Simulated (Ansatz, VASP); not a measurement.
# BN: VASP beside Ansatz

POSCAR

```
BN
1.0
    0.0000000000      1.8402231870      1.8402231870
    1.8402231870      0.0000000000      1.8402231870
    1.8402231870      1.8402231870      0.0000000000
B N
1 1
Direct
    0.0000000000      0.0000000000      0.0000000000
    0.2500000000      0.2500000000      0.2500000000
```

The input INCAR.step1:

```
SYSTEM = BN
ALGO = Normal
EDIFF = 1E-4
ENCUT = 520
GGA = PE
ISMEAR = 0
LASPH = .True.
LCHARG = .False.
LREAL = .False.
LWAVE = .True.
NBANDS = 11
NELM = 60
PREC = Accurate
SIGMA = 0.01
```

File INCAR.step2:

```
SYSTEM = BN
ALGO = Normal
EDIFF = 1E-6
ENCUT = 520
ISIF = 2
ISMEAR = 0
ISTART = 1
LASPH = .True.
LCHARG = .True.
LELF = .True.
LMIXTAU = .True.
LREAL = .False.
LVHAR = .True.
LWAVE = .False.
METAGGA = R2SCAN
NBANDS = 11
NELM = 60
PREC = Accurate
SIGMA = 0.01
```

The input KPOINTS:

```
k-points
0
Gamma
  10 10 10
  0 0 0
```

Input for Ansatz:

```yaml
crystal:
  lattice:
    - [0.0, 1.840223187, 1.840223187]
    - [1.840223187, 0.0, 1.840223187]
    - [1.840223187, 1.840223187, 0.0]
  atoms:
    - { symbol: B, position: [0.0, 0.0, 0.0] }
    - { symbol: "N", position: [0.25, 0.25, 0.25] }
kpoints:
  mp_grid: { grid: [10, 10, 10] }
hamiltonian:
  xc: r2scan
scf:
  occupations: { method: fixed }
  n_extra_bands: 4
output:
  forces: true
  stress: true
  eigenvalues: true
```

Alike in both runs: task single point; functional r2SCAN; k mesh 10 × 10 × 10; no spin polarisation.

|  | VASP | Ansatz |
| --- | --- | --- |
| version | VASP 6.6.1 | Ansatz 0.2.0 |
| potentials or method | VASP PAW PBE potentials, release 64 (B, N) | plane waves, PAW |
| plane-wave cutoff (eV) | 520 | 500 |
| occupations | gaussian, width 0.01 eV | fixed |
| valence electrons in the cell | 8 | 8 |

```csv
,VASP,Ansatz,Ansatz less VASP
gap on the k mesh at the Fermi level (eV),4.91,4.92,+0.017
pressure (GPa),-19.6,-20.5,-0.90
```

VASP's potentials were made for PBE, not for r2SCAN.
